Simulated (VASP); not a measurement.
Write the native input for VASP 6.6.1 that does the following.

| Quantity | Value |
| --- | --- |
| Task | density of states |
| Functional | LDA |
| Potentials or basis | VASP PAW LDA potentials, release 64 (Cu) |
| Cutoff | 520 eV |
| k mesh | 19 × 19 × 19 |
| Occupations | fermi-dirac, width 0.08 eV |
| Spin | no spin polarisation |
| Dipole correction | no |
| k mesh for the DOS | 29 × 29 × 29 |
| Occupations for the DOS | tetrahedron |
| Further INCAR settings | ALGO = Normal; EDIFF = 1e-06; NBANDS = 12 |

Cu:

```
CELL_PARAMETERS angstrom
-1.39813 1.39813 1.39813
1.39813 -1.39813 1.39813
1.39813 1.39813 -1.39813
ATOMIC_POSITIONS crystal
Cu 0.00000 0.00000 0.00000
```

These files were run (other wordings do the same):

POSCAR

```
Cu
1.0
   -1.3981347074      1.3981347074      1.3981347074
    1.3981347074     -1.3981347074      1.3981347074
    1.3981347074      1.3981347074     -1.3981347074
Cu
1
Direct
    0.0000000000      0.0000000000      0.0000000000
```

INCAR.step1

```
SYSTEM = Cu
PREC     = Accurate       ! precision mode
ENCUT    = 520            ! plane-wave cutoff, eV
EDIFF    = 1E-6           ! SCF threshold, eV
ISMEAR   = -1             ! smearing method
SIGMA    = 0.08           ! smearing width, eV
LREAL    = .FALSE.        ! projectors in reciprocal space
LASPH    = .TRUE.         ! aspherical terms in the spheres
NELM     = 80             ! most SCF steps
ALGO     = Normal         ! electronic algorithm
ISIF     = 2              ! what is computed and relaxed
LWAVE    = .FALSE.        ! write WAVECAR
LCHARG   = .TRUE.         ! write CHGCAR
LMAXMIX  = 4              ! l up to which the mixer works
GGA      = CA             ! functional
NBANDS   = 12             ! bands
```

KPOINTS.step1

```
Automatic mesh
0
G
  19 19 19
  0 0 0
```

INCAR.step2

```
SYSTEM = Cu
PREC     = Accurate       ! precision mode
ENCUT    = 520            ! plane-wave cutoff, eV
EDIFF    = 1E-6           ! SCF threshold, eV
ISMEAR   = -5             ! smearing method
SIGMA    = 0.08           ! smearing width, eV
LREAL    = .FALSE.        ! projectors in reciprocal space
LASPH    = .TRUE.         ! aspherical terms in the spheres
NELM     = 80             ! most SCF steps
ALGO     = Normal         ! electronic algorithm
ISIF     = 2              ! what is computed and relaxed
LWAVE    = .FALSE.        ! write WAVECAR
LCHARG   = .FALSE.        ! write CHGCAR
LMAXMIX  = 4              ! l up to which the mixer works
GGA      = CA             ! functional
LORBIT   = 11             ! projections on sites
NBANDS   = 12             ! bands
NEDOS    = 2001           ! points of the DOS
ICHARG   = 11             ! starting density
```

KPOINTS.step2

```
Automatic mesh
0
G
  29 29 29
  0 0 0
```

Potentials or basis: VASP PAW LDA potentials, release 64 (Cu).

Launch:

```console
$ cat potpaw_LDA.64/Cu/POTCAR > POTCAR
$ cp INCAR.step1 INCAR
$ cp KPOINTS.step1 KPOINTS
$ mpirun -np 1 vasp_std > vasp.out
$ cp INCAR.step2 INCAR
$ cp KPOINTS.step2 KPOINTS
$ mpirun -np 1 vasp_std > vasp.out
```

Results of the run:

```
Valence electrons inside the program's atomic spheres : Cu 10.11
```

Wall time 54 s on 1 thread of Intel Xeon 6975P-C, on a shared host, peak memory 0.26 GiB.
